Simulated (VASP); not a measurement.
A run of VASP 6.6.1 is set up as follows.

The input POSCAR:

```
Re
1.0
    0.0000000000      1.9452598005      1.9452598005
    1.9452598005      0.0000000000      1.9452598005
    1.9452598005      1.9452598005      0.0000000000
Re
1
Direct
    0.0000000000      0.0000000000      0.0000000000
```

Contents of INCAR.step1:

```
PREC = Accurate ; ENCUT = 600
ISMEAR = 0 ; SIGMA = 0.1
LREAL = False ; LASPH = True
NELM = 80 ; GGA = PE
ALGO = Normal ; EDIFF = 1E-4
LWAVE = True ; LCHARG = False
```

Contents of INCAR.step2:

```
PREC = Accurate ; ENCUT = 600
EDIFF = 1E-7 ; ISMEAR = 0
SIGMA = 0.1 ; LREAL = False
LASPH = True ; NELM = 80
ALGO = Normal ; ISIF = 3
LWAVE = False ; LCHARG = False
METAGGA = R2SCAN ; LMIXTAU = True
IBRION = 2 ; NSW = 100
EDIFFG = -0.005 ; ISTART = 1
```

Contents of KPOINTS:

```
Automatic mesh
0
Gamma
  18 18 18
```

Potentials or basis: VASP PAW PBE potentials, release 64 (Re).

Run with:

```bash
$ cat potpaw_PBE.64/Re/POTCAR > POTCAR
$ cp INCAR.step1 INCAR
$ mpirun -np 1 vasp_std > vasp.out
$ cp INCAR.step2 INCAR
$ mpirun -np 1 vasp_std > vasp.out
```

Question: What does it give for the relaxed volume?

Answer: 14.76 Å³/atom.

Question: What does it give for the space group after relaxing (to 0.1 Å)?

Answer: Fm-3m (No. 225).

Question: Estimate the band gap on the k mesh.

Answer: Zero (an odd number of electrons rules out a gap without spin polarisation).

The path:
```
step  energy change (eV)  largest force (eV/Å)  pressure (GPa)  volume (Å³)
   1              0.0000                0.0000            0.96        14.72
   2              0.0018                0.0000           -3.97        14.91
   3             -0.0001                0.0000            0.03        14.76
```

Caveat: the PAW data sets were made with another functional, which shifts forces and pressure a little; spin-orbit coupling is left out, which moves the levels of the heavy elements.
